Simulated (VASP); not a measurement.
The system is Fe.

```xyz
1
Lattice="-1.4295 1.4295 1.4295 1.4295 -1.4295 1.4295 1.4295 1.4295 -1.4295" Properties=species:S:1:pos:R:3 pbc="T T T"
Fe    0.0000    0.0000    0.0000
```

Base run:

| Quantity | Value |
| --- | --- |
| Program | VASP 6.6.1 |
| Functional | PBE |
| Potentials or basis | VASP PAW PBE potentials, release 64 (Fe) |
| Cutoff | 520 eV |
| k mesh | 16 × 16 × 16 |
| Occupations | fermi-dirac, width 0.0612256 eV |
| Spin | collinear spin, ferromagnetic start |
| Starting moments | [2.5] μB |

Its results: pressure -4.6 GPa; net moment 2.25 μB per cell; site moments Fe +2.25 μB.

Question: The run is repeated on the same cell with these changes: k mesh from 16 × 16 × 16 to 24 × 24 × 24. What comes out?

Answer: Pressure -5.4 GPa; net moment 2.24 μB per cell; site moments Fe +2.24 μB.
